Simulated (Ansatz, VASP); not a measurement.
# BP in VASP and in Ansatz

```xyz
4
Lattice="3.2041 0.0000 0.0000 -1.6020 2.7748 0.0000 0.0000 0.0000 8.4455" Properties=species:S:1:pos:R:3 pbc="T T T"
B     0.0000    1.8499    2.1114
B     1.6020    0.9249    6.3341
P     0.0000    1.8499    6.3341
P     1.6020    0.9249    2.1114
```

Alike in both runs: functional r2SCAN; k mesh 12 × 12 × 4; occupations gaussian, width 0.02 eV; no spin polarisation.

Ansatz relaxed the structure, and its values are those at the end. VASP's run is a single point on that final structure, the one shown.

|  | VASP | Ansatz |
| --- | --- | --- |
| version | VASP 6.6.1 | Ansatz 0.2.0 |
| potentials or method | VASP PAW PBE potentials, release 64 (B, P), cutoff 520 eV | scalar-relativistic, plane waves, PAW |
| valence electrons in the cell | 16 | 16 |

Ansatz gave:

* gap on the k mesh at the Fermi level (eV): 1.05
* least direct gap on the mesh (eV): 1.05
* pressure (GPa): 0.0

Question: Which values does VASP return?

Answer: gap on the k mesh at the Fermi level (eV): 1.07; least direct gap on the mesh (eV): 1.07; pressure (GPa): -0.4.

VASP's potentials were made for PBE, not for r2SCAN. With one functional, cell and mesh, what is left measures potentials, basis and numerics.
